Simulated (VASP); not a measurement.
Set up this calculation in VASP 6.6.1, as the native input.

```
Task                   : single point
Functional             : PBEsol
Potentials or basis    : VASP PAW PBE potentials, release 64 (Ta_sv_GW, N)
Cutoff                 : 700 eV
k mesh                 : 15 × 15 × 8
Occupations            : gaussian, width 0.15 eV
Spin                   : no spin polarisation
Dipole correction      : no
Further INCAR settings : ALGO = Normal; EDIFF = 1e-06; NBANDS = 22
```

The structure of Ta2N lies in POSCAR:

```
Ta2N
1.0
    3.0782595490      0.0000000000      0.0000000000
   -1.5391297745      2.6658509688      0.0000000000
    0.0000000000      0.0000000000      4.4862576314
Ta N
2 1
Direct
    0.6666666667      0.3333333333      0.7463700642
    0.3333333333      0.6666666667      0.2536299358
    0.0000000000      0.0000000000      0.0000000000
```

This cell differs from its parent crystal: engineering shear strain xy +0.0000, normal strain along z -0.0700.

These files were run (other wordings do the same):

INCAR

```
SYSTEM = Ta2N
  ALGO = Normal
  EDIFF = 1E-6
  ENCUT = 700
  GGA = PS
  GGA_COMPAT = .FALSE.
  ISIF = 2
  ISMEAR = 0
  LASPH = .TRUE.
  LCHARG = .FALSE.
  LREAL = .FALSE.
  LWAVE = .FALSE.
  NBANDS = 22
  NELM = 120
  PREC = Accurate
  SIGMA = 0.15
```

KPOINTS

```
k-points
0
G
  15 15 8
  0 0 0
```

Potentials or basis: VASP PAW PBE potentials, release 64 (Ta_sv_GW, N).

Run with:

```bash
$ cat potpaw_PBE.64/Ta_sv_GW/POTCAR potpaw_PBE.64/N/POTCAR > POTCAR
$ mpirun -np 1 vasp_std > vasp.out
```

Results of the run:

```yaml
Pressure: 26.3 GPa
Largest_force: 0.075 eV/Å
Band_gap_on_the_k_mesh: zero (an odd number of electrons rules out a gap without spin polarisation)
```

Caveat: the cell differs from its parent crystal (engineering shear strain xy +0.0000, normal strain along z -0.0700); the stress differs along the axes, from 19 to 40 GPa; the PAW data sets were made with another functional, which shifts forces and pressure a little; spin-orbit coupling is left out, which moves the levels of the heavy elements.

Run time: 2.6 min on 1 thread of AMD EPYC 9R14 (Zen 4) (shared host), peak memory 0.34 GiB.
